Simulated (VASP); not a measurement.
# HfZrS3 (P4/mmm) in VASP: notebook

The runs below take HfZrS3 through relaxation of cell and atoms, single point, with PBE.

Everything below comes from runs of VASP 6.6.1. Logs are shortened: lines on timing, memory, paths and dates and some standing lists are left out, and cuts for length are marked.

## Step 1: The cell of the first run

Symmetry: P4/mmm, No. 123, tetragonal system. The conventional cell has a = 3.399 Å, b = 3.399 Å, c = 9.498 Å, α = 90.00°, β = 90.00°, γ = 90.00°. Zr (site symmetry 4/mmm) has 8 S at 2.80 Å and 4 Zr at 3.40 Å within 3.7 Å. Within 3.2 Å of Hf (site symmetry 4/mmm) lie 4 S at 2.40 Å. Within 3.7 Å of S (site symmetry 4mm) lie 4 Zr at 2.80 Å and 6 S at 2.87 to 3.40 Å. Within 3.2 Å of S (site symmetry 4/mmm) lie 4 Hf at 2.40 Å.

## Step 2: Relaxation of cell and atoms, PBE

INCAR

```
  ALGO = Normal
  EDIFF = 1E-7
  EDIFFG = -0.01
  ENCUT = 600
  GGA = PE
  IBRION = 2
  ISIF = 3
  ISMEAR = 0
  LASPH = T
  LCHARG = F
  LREAL = F
  LWAVE = F
  NELM = 100
  NSW = 100
  PREC = Accurate
  SIGMA = 0.1
```

KPOINTS

```
k-points
0
Gamma
  12 12 4
```

POSCAR

```
HfZrS3
1.0
    3.3986544768      0.0000000000      0.0000000000
    0.0000000000      3.3986544768      0.0000000000
    0.0000000000      0.0000000000      9.4977960462
Zr Hf S
1 1 3
Direct
    0.5000000000      0.5000000000      0.0000000000
    0.5000000000      0.5000000000      0.5000000000
    0.0000000000      0.0000000000      0.8491462839
    0.0000000000      0.0000000000      0.1508537161
    0.0000000000      0.0000000000      0.5000000000
```

Potentials or basis: VASP PAW PBE potentials, release 64 (Zr_sv, Hf_pv, S).

The run is started by

```bash
> cat potpaw_PBE.64/Zr_sv/POTCAR potpaw_PBE.64/Hf_pv/POTCAR potpaw_PBE.64/S/POTCAR > POTCAR
> mpirun -np 1 vasp_std > vasp.out
```

OUTCAR:

```text
EDIFF = 1E-7
   EDIFFG = -0.01
   ENCUT = 600
   GGA = PE
   IBRION = 2
   ISIF = 3
   ISMEAR = 0
   LASPH = T
   LREAL = F
   NELM = 100
   NSW = 100
   PREC = Accurate

 ion  position               nearest neighbor table
   1  0.500  0.500  0.000-   3 2.80   4 2.80   3 2.80   4 2.80   3 2.80   4 2.80   3 2.80   4 2.80

   2  0.500  0.500  0.500-   5 2.40   5 2.40   5 2.40   5 2.40
   3  0.000  0.000  0.849-   1 2.80   1 2.80   1 2.80   1 2.80
   4  0.000  0.000  0.151-   1 2.80   1 2.80   1 2.80   1 2.80
   5  0.000  0.000  0.500-   2 2.40   2 2.40   2 2.40   2 2.40

  LATTYP: Found a simple tetragonal cell.
 ALAT       =     3.3986544768
 C/A-ratio  =     2.7945753565

  Lattice vectors:

 A1 = (   3.3986544768,   0.0000000000,   0.0000000000)
 A2 = (   0.0000000000,   3.3986544768,   0.0000000000)
 A3 = (   0.0000000000,   0.0000000000,   9.4977960462)

Analysis of symmetry for initial positions (statically):
=====================================================================
 Subroutine PRICEL returns:
 Original cell was already a primitive cell.

 Routine SETGRP: Setting up the symmetry group for a
 simple tetragonal supercell.

 Subroutine GETGRP returns: Found 16 space group operations
 (whereof 16 operations were pure point group operations)
 out of a pool of 16 trial point group operations.

The static configuration has the point symmetry D_4h.

Analysis of symmetry for dynamics (positions and initial velocities):
=====================================================================
 Subroutine PRICEL returns:
 Original cell was already a primitive cell.

 Routine SETGRP: Setting up the symmetry group for a
 simple tetragonal supercell.

 Subroutine GETGRP returns: Found 16 space group operations
 (whereof 16 operations were pure point group operations)
 out of a pool of 16 trial point group operations.

The dynamic configuration has the point symmetry D_4h.

 Subroutine INISYM returns: Found 16 space group operations
 (whereof 16 operations are pure point group operations),
 and found     1 'primitive' translations

----------------------------------------------------------------------------------------

                                     Primitive cell

  volume of cell :     109.7076

  direct lattice vectors                    reciprocal lattice vectors
     3.398654477  0.000000000  0.000000000     0.294234088  0.000000000  0.000000000
     0.000000000  3.398654477  0.000000000     0.000000000  0.294234088  0.000000000
     0.000000000  0.000000000  9.497796046     0.000000000  0.000000000  0.105287584

  length of vectors
     3.398654477  3.398654477  9.497796046     0.294234088  0.294234088  0.105287584

  position of ions in fractional coordinates (direct lattice)
     0.500000000  0.500000000  0.000000000
[... 95 lines left out ...]
   NELECT =      40.0000    total number of electrons
   NUPDOWN=      -1.0000    fix difference up-down
   EMIN   =  10.00;   EMAX   =-10.00  energy-range for DOS
   EFERMI =   0.00;   METHOD = LEGACY
   ISMEAR =     0;   SIGMA  =   0.10  broadening in eV -4-tet -1-fermi 0-gaus
   EFERMI_NEDOS =   21; number of points for ismear=-14 and -15
   IALGO  =     38    algorithm
   IMIX   =      4    mixing-type and parameters
     AMIX     =   0.40;   BMIX     =  1.00
     AMIX_MAG =   1.60;   BMIX_MAG =  1.00
  volume/ion in A,a.u.               =      21.94       148.07
  Fermi-wavevector in a.u.,A,eV,Ry     =   1.169542  2.210114 18.610441  1.367829
  Thomas-Fermi vector in A             =   2.306013
   LORBIT       =      0    0 simple, 1 ext, 2 COOP (PROOUT), +10 PAW based schemes
   GGA     = PE    functional components
   LHFCALC =     F    Hartree Fock is set to
   AEXX    =    0.0000 exact exchange contribution
   IVDW    =     0    specifies the selected vdW correction
   LEPSILON=     F    determine dielectric tensor
   LRPA    =     F    only Hartree local field effects (RPA)
 conjugate gradient relaxation of ions
 non-spin polarized calculation
 Gauss-broadening in eV      SIGMA  =   0.10
  energy-cutoff  :      600.00
  volume of cell :      109.71
 maximum number of plane-waves:      3716
 NGX is ok and might be reduce to    28
   NGX = 13   NGY = 13   NGZ = 37

--------------------------------------- Ionic step        1  -------------------------------------------

 number of electron      40.0000002 magnetization

 Free energy of the ion-electron system (eV)
  ---------------------------------------------------
  ext. energy  EPLUGINS =         0.00000000
  ---------------------------------------------------
  free energy    TOTEN  =       -35.02144132 eV

  energy without entropy =      -35.00469812  energy(sigma->0) =      -35.01306972

------------------------ aborting loop because EDIFF is reached ----------------------------------------

  FORCE on cell =-STRESS in cart. coord.  units (eV):
  Direction    XX          YY          ZZ          XY          YZ          ZX
  --------------------------------------------------------------------------------------
  -------------------------------------------------------------------------------------
  Total       -0.5698193     -0.5698193      0.0253291      0.0000000      0.0000000      0.0000000
  in kB       -8.3216769     -8.3216769      0.3699080      0.0000000      0.0000000      0.0000000
  external PRESSURE =      -5.4244820 kB  Pullay stress =       0.0000000 kB
[... 26 lines left out ...]
--------------------------------------- Ionic step        2  -------------------------------------------

 number of electron      39.9999998 magnetization

 E-fermi :   5.9173     XC(G=0): -10.0172

 val. band max:        5.9092417354   @ k =   0.1667   0.0833   0.2500
 cond. band min:       5.9198211101   @ k =   0.3333   0.0000   0.5000
 fundamental gap:      0.0105793747
 Fermi energy:         5.9173324764

 k-point     1 :       0.0000    0.0000    0.0000
  band No.  band energies     occupation
      1     -43.6510      2.00000
      2     -26.0569      2.00000
      3     -25.8609      2.00000
      4     -25.8609      2.00000
      5     -21.7461      2.00000
      6     -21.4411      2.00000
[... 755 lines left out ...]
--------------------------------------- Ionic step        5  -------------------------------------------

 number of electron      40.0000000 magnetization

 Free energy of the ion-electron system (eV)
  ---------------------------------------------------
  ext. energy  EPLUGINS =         0.00000000
  ---------------------------------------------------
  free energy    TOTEN  =       -35.02280389 eV

  energy without entropy =      -35.00611519  energy(sigma->0) =      -35.01445954

 E-fermi :   5.8581     XC(G=0):  -9.9889

 val. band max:        5.8539118549   @ k =   0.2500   0.2500   0.2500
 cond. band min:       5.8620331336   @ k =   0.3333   0.0000   0.5000
 fundamental gap:      0.0081212787
 Fermi energy:         5.8581038469

 k-point     1 :       0.0000    0.0000    0.0000
  band No.  band energies     occupation
      1     -43.7400      2.00000
      2     -26.1443      2.00000
      3     -25.9474      2.00000
      4     -25.9474      2.00000
      5     -21.8314      2.00000
      6     -21.5305      2.00000
[... 671 lines left out ...]
  FREE ENERGIE OF THE ION-ELECTRON SYSTEM (eV)
  ---------------------------------------------------
  free  energy   TOTEN  =       -35.0228038900 eV

  energy  without entropy=      -35.0061151871  energy(sigma->0) =      -35.01445954

 reached required accuracy - stopping structural energy minimisation
```

It took 14 min on 1 thread of Intel Xeon Platinum 8259CL at 2.50GHz (Skylake/Cascade Lake), shared host; peak memory 0.46 GiB.

What came out:

* Free energy: -35.0228 eV
* Relaxed volume: 21.86 Å³/atom
* Relaxed cell: a = 3.391 Å, b = 3.391 Å, c = 9.505 Å, α = 90.00°, β = 90.00°, γ = 90.00°
* Space group after relaxing (to 0.05 Å): P4/mmm (No. 123)
* Energy gained by relaxing: 0.3 meV/atom
* Ionic steps: 5
* Pressure after relaxing: 0.0 GPa
* Largest force after relaxing: 0.008 eV/Å
* Band gap on the k mesh: zero (band 20 reaches 6.18 eV, above the bottom of band 21 at 4.61 eV)

Forces on the atoms (eV/Å):
```
Zr   0.000  0.000  0.000
Hf   0.000  0.000  0.000
S    0.000  0.000  0.008
S    0.000  0.000 -0.008
S    0.000  0.000  0.000
```

The path:
```
step  energy change (eV)  largest force (eV/Å)  pressure (GPa)  volume (Å³)
   1              0.0000                0.0245           -0.54       109.71
   2              0.0014                0.0302            0.89       108.53
   3             -0.0013                0.0023            0.04       109.22
   4             -0.0013                0.0026            0.03       109.23
   5             -0.0014                0.0076            0.01       109.29
```

Final structure:
```
Zr Hf S
1.0
     3.39099    0.00000    0.00000
     0.00000    3.39099    0.00000
     0.00000    0.00000    9.50461
Zr Hf S
1 1 3
Direct
  0.50000 0.50000 0.00000
  0.50000 0.50000 0.50000
  0.00000 0.00000 0.84921
  0.00000 0.00000 0.15079
  0.00000 0.00000 0.50000
```

Levels at points of the mesh, in eV from the Fermi level:
| k point | band 18 | band 19 | band 20 | band 21 | band 22 | band 23 |
| --- | --- | --- | --- | --- | --- | --- |
| (0.00, 0.00, 0.00) | -1.43 | -1.22 | -1.22 | -0.42 | -0.06 | 0.26 |
| (0.50, 0.00, 0.00) | -0.86 | -0.62 | -0.26 | 1.08 | 1.66 | 2.17 |
| (0.50, 0.50, 0.00) | -3.57 | -1.02 | -1.02 | 0.37 | 0.43 | 1.83 |
| (0.00, 0.00, 0.50) | -1.73 | -1.43 | -1.24 | -1.24 | 0.26 | 1.10 |
| (0.50, 0.00, 0.50) | -1.35 | -0.40 | -0.25 | 0.67 | 1.68 | 2.15 |
| (0.50, 0.50, 0.50) | -2.65 | -0.98 | -0.98 | -0.11 | 0.86 | 0.99 |

Caveat: spin-orbit coupling is left out, which moves the levels of the heavy elements; this functional lacks dispersion, which binds the layers, so the pressure and a relaxed spacing across them are unreliable.

[end of part 1 of 2]
